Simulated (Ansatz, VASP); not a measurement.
**Br: VASP beside Ansatz**

The input INCAR:

```
ALGO     = Fast           # electronic algorithm
EDIFF    = 1E-6           # SCF threshold, eV
ENCUT    = 520            # plane-wave cutoff, eV
GGA      = PE             # functional
ISIF     = 2              # what is computed and relaxed
ISMEAR   = 0              # smearing method
LASPH    = True           # aspherical terms in the spheres
LCHARG   = False          # write CHGCAR
LREAL    = False          # projectors in reciprocal space
LWAVE    = False          # write WAVECAR
NBANDS   = 38             # bands
NELM     = 60             # most SCF steps
PREC     = Accurate       # precision mode
SIGMA    = 0.1            # smearing width, eV
```

KPOINTS

```
k-points
0
Gamma
  4 4 4
```

POSCAR

```
Br
1.0
   -4.1214427601      4.1214427601      4.1214427601
    4.1214427601     -4.1214427601      4.1214427601
    4.1214427601      4.1214427601     -4.1214427601
Br
8
Direct
    0.2060000000      0.2060000000      0.2060000000
    0.5000000000      0.0000000000      0.2940000000
    0.2940000000      0.5000000000      0.0000000000
    0.0000000000      0.2940000000      0.5000000000
    0.7940000000      0.7940000000      0.7940000000
    0.5000000000      0.0000000000      0.7060000000
    0.7060000000      0.5000000000      0.0000000000
    0.0000000000      0.7060000000      0.5000000000
```

Input for Ansatz:

```yaml
crystal:
  lattice:
    - [-4.1214427601, 4.1214427601, 4.1214427601]
    - [4.1214427601, -4.1214427601, 4.1214427601]
    - [4.1214427601, 4.1214427601, -4.1214427601]
  atoms:
    - { symbol: Br, position: [0.206, 0.206, 0.206] }
    - { symbol: Br, position: [0.5, 0.0, 0.294] }
    - { symbol: Br, position: [0.294, 0.5, 0.0] }
    - { symbol: Br, position: [0.0, 0.294, 0.5] }
    - { symbol: Br, position: [0.794, 0.794, 0.794] }
    - { symbol: Br, position: [0.5, 0.0, 0.706] }
    - { symbol: Br, position: [0.706, 0.5, 0.0] }
    - { symbol: Br, position: [0.0, 0.706, 0.5] }
basis:
  ecutwfc: 420
kpoints:
  mp_grid: { grid: [4, 4, 4] }
hamiltonian:
  xc: pbe
scf:
  occupations: { method: gaussian, width: 0.1 }
  lower_state_search: "off"
output:
  forces: true
  stress: true
  eigenvalues: true
```

Alike in both runs: task single point; functional PBE; k mesh 4 × 4 × 4; occupations gaussian, width 0.1 eV; no spin polarisation.

|  | VASP | Ansatz |
| --- | --- | --- |
| version | VASP 6.6.1 | Ansatz 0.2.0 |
| potentials or method | VASP PAW PBE potentials, release 64 (Br), cutoff 520 eV | scalar-relativistic, plane waves, PAW |
| valence electrons in the cell | 56 | 56 |

VASP gave:

| Quantity | Value |
| --- | --- |
| gap on the k mesh at the Fermi level (eV) | none |
| pressure (GPa) | 1.6 |
| rms of the force components (eV/Å) | 0.529 |

Problem. Estimate Ansatz's values.

Solution. gap on the k mesh at the Fermi level (eV): none; pressure (GPa): 1.6; rms of the force components (eV/Å): 0.528.

Atom by atom the forces differ by 0.001 eV/Å (rms over components). A gap of «none» marks a metal or a gap that the smearing closes. The functional is the same, so the differences come from potentials, cutoffs and numerics.
